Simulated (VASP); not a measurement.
# GaN (Cc) in VASP: single point with r2SCAN

Aim: the single point of GaN with r2SCAN.

Program: VASP 6.6.1. These are calculated values, not measurements. Logs are shortened: lines on timing, memory, paths and dates and some standing lists are left out, and cuts for length are marked.

## Step 1: The cell of the first run

Symmetry: Cc, No. 9, monoclinic system. The conventional cell has a = 3.180 Å, b = 5.508 Å, c = 5.166 Å, α = 90.00°, β = 90.00°, γ = 90.00°. Ga (site symmetry 1) has 4 N at 1.87 to 2.02 Å within 2.5 Å. Within 2.5 Å of N (site symmetry 1) lie 4 Ga at 1.87 to 2.02 Å.

## Step 2: Single point, r2SCAN (mode 7 (550.3 1/cm) frozen in, largest displacement +0.075 Å)

POSCAR

```
GaN
1.0
    3.1799996605      0.0000000000      0.0000000000
   -1.5899998303      2.7539604900      0.0000000000
    0.0000000000      0.0000000000      5.1660000000
Ga N
2 2
Direct
    0.3285952439      0.6666666667      0.0000000000
    0.6619285772      0.3333333333      0.5000000000
    0.3569182415      0.6666666667      0.3750000000
    0.6902515748      0.3333333333      0.8750000000
```

INCAR.step1

```
PREC = Accurate
ENCUT = 520
ISMEAR = 0
SIGMA = 0.05
LREAL = False
LASPH = True
NELM = 80
NBANDS = 26
GGA = PE
ALGO = Normal
EDIFF = 1E-4
LWAVE = True
LCHARG = False
```

INCAR.step2

```
PREC = Accurate
ENCUT = 520
EDIFF = 1E-7
ISMEAR = 0
SIGMA = 0.05
LREAL = False
LASPH = True
NELM = 80
ALGO = Normal
ISIF = 2
LWAVE = False
LCHARG = True
METAGGA = R2SCAN
LMIXTAU = True
LELF = True
LVHAR = True
NBANDS = 26
ISTART = 1
```

KPOINTS

```
Automatic mesh
0
Gamma
  12 12 6
```

Potentials or basis: VASP PAW PBE potentials, release 64 (Ga_d, N).

Run with:

```bash
$ cat potpaw_PBE.64/Ga_d/POTCAR potpaw_PBE.64/N/POTCAR > POTCAR
$ cp INCAR.step1 INCAR
$ mpirun -np 1 vasp_std > vasp.out
$ cp INCAR.step2 INCAR
$ mpirun -np 1 vasp_std > vasp.out
```

OUTCAR:

```text
PREC = Accurate
   ENCUT = 520
   EDIFF = 1E-7
   ISMEAR = 0
   LREAL = False
   LASPH = True
   NELM = 80
   ISIF = 2
   METAGGA = R2SCAN
   ISTART = 1

 ion  position               nearest neighbor table
   1  0.329  0.667  0.000-   4 1.87   3 1.94   4 1.95   4 2.02
   2  0.662  0.333  0.500-   3 1.87   4 1.94   3 1.95   3 2.02
   3  0.357  0.667  0.375-   2 1.87   1 1.94   2 1.95   2 2.02
   4  0.690  0.333  0.875-   1 1.87   2 1.94   1 1.95   1 2.02

  LATTYP: Found a hexagonal cell.
 ALAT       =     3.1799996605
 C/A-ratio  =     1.6245284753

  Lattice vectors:

 A1 = (   3.1799996605,   0.0000000000,   0.0000000000)
 A2 = (  -1.5899998303,   2.7539604900,   0.0000000000)
 A3 = (   0.0000000000,   0.0000000000,   5.1660000000)

Analysis of symmetry for initial positions (statically):
=====================================================================
 Subroutine PRICEL returns:
 Original cell was already a primitive cell.

 Routine SETGRP: Setting up the symmetry group for a
 hexagonal supercell.

 Subroutine GETGRP returns: Found  2 space group operations
 (whereof  1 operations were pure point group operations)
 out of a pool of 24 trial point group operations.

The static configuration has the point symmetry C_1 .
 The point group associated with its full space group is C_1h.

Analysis of symmetry for dynamics (positions and initial velocities):
=====================================================================
 Subroutine PRICEL returns:
 Original cell was already a primitive cell.

 Routine SETGRP: Setting up the symmetry group for a
 hexagonal supercell.

 Subroutine GETGRP returns: Found  2 space group operations
 (whereof  1 operations were pure point group operations)
 out of a pool of 24 trial point group operations.

The dynamic configuration has the point symmetry C_1 .
 The point group associated with its full space group is C_1h.

 Subroutine INISYM returns: Found  2 space group operations
 (whereof  1 operations are pure point group operations),
 and found     1 'primitive' translations

----------------------------------------------------------------------------------------

                                     Primitive cell

  volume of cell :      45.2417

  direct lattice vectors                    reciprocal lattice vectors
[... 88 lines left out ...]
   LASPH  =      T    aspherical Exc in radial PAW
   ENCUT  =  520.0 eV  38.22 Ry    6.18 a.u.   5.91  5.91  9.61*2*pi/ulx,y,z
   NELM   =     80;   NELMIN=  2; NELMDL=  0     # of ELM steps
   EDIFF  = 0.1E-06   stopping-criterion for ELM
   LREAL  =      F    real-space projection
   EDIFFG = 0.1E-05   stopping-criterion for IOM
   NSW    =      0    number of steps for IOM
   IBRION =     -1    ionic relax: 0-MD 1-quasi-New 2-CG
   NFREE  =      0    steps in history (QN), initial steepest desc. (CG)
   ISIF   =      2    stress and relaxation
   ISYM   =      2    0-nonsym 1-usesym 2-fastsym
   POTIM  = 0.5000    time-step for ionic-motion
   TEBEG  =    0.0;   TEEND  =   0.0 temperature during run
   PSTRESS=    0.0 pullay stress
   NELECT =      36.0000    total number of electrons
   NUPDOWN=      -1.0000    fix difference up-down
   EMIN   =  10.00;   EMAX   =-10.00  energy-range for DOS
   EFERMI =   0.00;   METHOD = LEGACY
   ISMEAR =     0;   SIGMA  =   0.05  broadening in eV -4-tet -1-fermi 0-gaus
   EFERMI_NEDOS =   21; number of points for ismear=-14 and -15
   IALGO  =     38    algorithm
   IMIX   =      4    mixing-type and parameters
     AMIX     =   0.40;   BMIX     =  1.00
     AMIX_MAG =   1.60;   BMIX_MAG =  1.00
  volume/ion in A,a.u.               =      11.31        76.33
  Fermi-wavevector in a.u.,A,eV,Ry     =   1.517036  2.866783 31.312431  2.301399
  Thomas-Fermi vector in A             =   2.626346
   LORBIT       =      0    0 simple, 1 ext, 2 COOP (PROOUT), +10 PAW based schemes
   METAGGA = R2SCAN    functional components
   LHFCALC =     F    Hartree Fock is set to
   AEXX    =    0.0000 exact exchange contribution
   IVDW    =     0    specifies the selected vdW correction
   LEPSILON=     F    determine dielectric tensor
   LRPA    =     F    only Hartree local field effects (RPA)
 non-spin polarized calculation
 Gauss-broadening in eV      SIGMA  =   0.05
  energy-cutoff  :      520.00
  volume of cell :       45.24
 maximum number of plane-waves:      1236
   NGX = 11   NGY = 11   NGZ = 19

 number of electron      35.9999999 magnetization

 Free energy of the ion-electron system (eV)
  ---------------------------------------------------
  ext. energy  EPLUGINS =         0.00000000
  ---------------------------------------------------
  free energy    TOTEN  =       -43.70860399 eV

  energy without entropy =      -43.70860399  energy(sigma->0) =      -43.70860399

 E-fermi :   5.4666     XC(G=0): -12.6941

 val. band max:        5.2515108147   @ k =   0.0000   0.0000   0.0000
 cond. band min:       7.5431061445   @ k =   0.0000   0.0000   0.0000
 fundamental gap:      2.2915953297
 Fermi energy:         5.4666102722

 k-point     1 :       0.0000    0.0000    0.0000
  band No.  band energies     occupation
      1     -11.7257      2.00000
      2     -10.6937      2.00000
      3      -8.6987      2.00000
      4      -8.6715      2.00000
      5      -8.6485      2.00000
      6      -8.6008      2.00000
[... 685 lines left out ...]
     25      17.6613      0.00000
     26      19.4626      0.00000

 [... further k-points ...]

------------------------ aborting loop because EDIFF is reached ----------------------------------------

  FORCE on cell =-STRESS in cart. coord.  units (eV):
  Direction    XX          YY          ZZ          XY          YZ          ZX
  --------------------------------------------------------------------------------------
  -------------------------------------------------------------------------------------
  Total        0.9338052      0.6216564      1.0307946     -0.0000000      0.0000000      1.0745571
  in kB       33.0695051     22.0151577     36.5042600     -0.0000000      0.0000000     38.0540506
  external PRESSURE =      30.5296409 kB  Pullay stress =       0.0000000 kB

 VOLUME and BASIS-vectors are now :
 -----------------------------------------------------------------------------
  energy-cutoff  :      520.00
  volume of cell :       45.24
      direct lattice vectors                 reciprocal lattice vectors
     3.179999661  0.000000000  0.000000000     0.314465442  0.181556708  0.000000000
    -1.589999830  2.753960490  0.000000000     0.000000000  0.363113416  0.000000000
     0.000000000  0.000000000  5.166000000     0.000000000  0.000000000  0.193573364

 POSITION                                       TOTAL-FORCE (eV/Angst)
 -----------------------------------------------------------------------------------
     -0.01507      1.83597      0.00000         1.205688      0.181784     -0.004364
      1.57493      0.91799      2.58300         1.205688     -0.181784     -0.004364
      0.07500      1.83597      1.93725        -1.205688      0.192028      0.004364
      1.66500      0.91799      4.52025        -1.205688     -0.192028      0.004364
 -----------------------------------------------------------------------------------
    total drift:                               -0.003386     -0.000005      0.040929

  FREE ENERGIE OF THE ION-ELECTRON SYSTEM (eV)
  ---------------------------------------------------
  free  energy   TOTEN  =       -43.7086039920 eV

  energy  without entropy=      -43.7086039920  energy(sigma->0) =      -43.70860399
```

OUTCAR.step1:

```text
PREC = Accurate
   ENCUT = 520
   ISMEAR = 0
   LREAL = False
   LASPH = True
[... 926 lines left out ...]
     -0.01507      1.83597      0.00000         1.154494      0.176215     -0.005113
      1.57493      0.91799      2.58300         1.154494     -0.176215     -0.005113
      0.07500      1.83597      1.93725        -1.154494      0.186084      0.005113
      1.66500      0.91799      4.52025        -1.154494     -0.186084      0.005113
 -----------------------------------------------------------------------------------
    total drift:                               -0.000161     -0.000007      0.000636

  FREE ENERGIE OF THE ION-ELECTRON SYSTEM (eV)
  ---------------------------------------------------
  free  energy   TOTEN  =       -24.1817624515 eV

  energy  without entropy=      -24.1817624515  energy(sigma->0) =      -24.18176245
```

OSZICAR.step1:

```text
N       E                     dE             d eps       ncg     rms          rms(c)
DAV:   1     0.279421501203E+03    0.27942E+03   -0.17578E+04 13866   0.259E+03
DAV:   2     0.754860742144E+01   -0.27187E+03   -0.25654E+03 13664   0.491E+02
DAV:   3    -0.271119707491E+02   -0.34661E+02   -0.34181E+02 15036   0.142E+02
DAV:   4    -0.282473982211E+02   -0.11354E+01   -0.11306E+01 14772   0.278E+01
DAV:   5    -0.282719591553E+02   -0.24561E-01   -0.24537E-01 15500   0.398E+00    0.110E+01
DAV:   6    -0.240996539342E+02    0.41723E+01   -0.10191E+01 20818   0.500E+01    0.308E+00
DAV:   7    -0.242005153053E+02   -0.10086E+00   -0.14626E+00 13410   0.913E+00    0.273E+00
DAV:   8    -0.241957805094E+02    0.47348E-02   -0.14815E-01 20756   0.525E+00    0.794E-01
DAV:   9    -0.241812065019E+02    0.14574E-01   -0.49484E-02 20794   0.378E+00    0.331E-01
DAV:  10    -0.241818137938E+02   -0.60729E-03   -0.40850E-03 13264   0.433E-01    0.644E-02
DAV:  11    -0.241817624515E+02    0.51342E-04   -0.43559E-04 15698   0.390E-01
   1 F= -.24181762E+02 E0= -.24181762E+02  d E =-.736181E-12
```

Wall time 9.4 min (1 thread of Intel Xeon 6975P-C, shared host); peak memory 0.35 GiB.

What came out:

```yaml
Free_energy: -43.7086 eV
Pressure: 3.1 GPa
Largest_force: 1.221 eV/Å
Band_gap_on_the_k_mesh: 2.29 eV, direct
```

Forces in eV/Å, atoms in the order of the input:
```
Ga   1.206  0.182 -0.004
Ga   1.206 -0.182 -0.004
N   -1.206  0.192  0.004
N   -1.206 -0.192  0.004
```

Stress tensor (GPa, compression positive):
```
3.31 0.00 3.81
0.00 2.20 0.00
3.81 0.00 3.65
```

Caveat: the cell differs from its parent crystal (mode 7 (550.3 1/cm) frozen in, largest displacement +0.075 Å); the PAW data sets were made with another functional, which shifts forces and pressure a little.
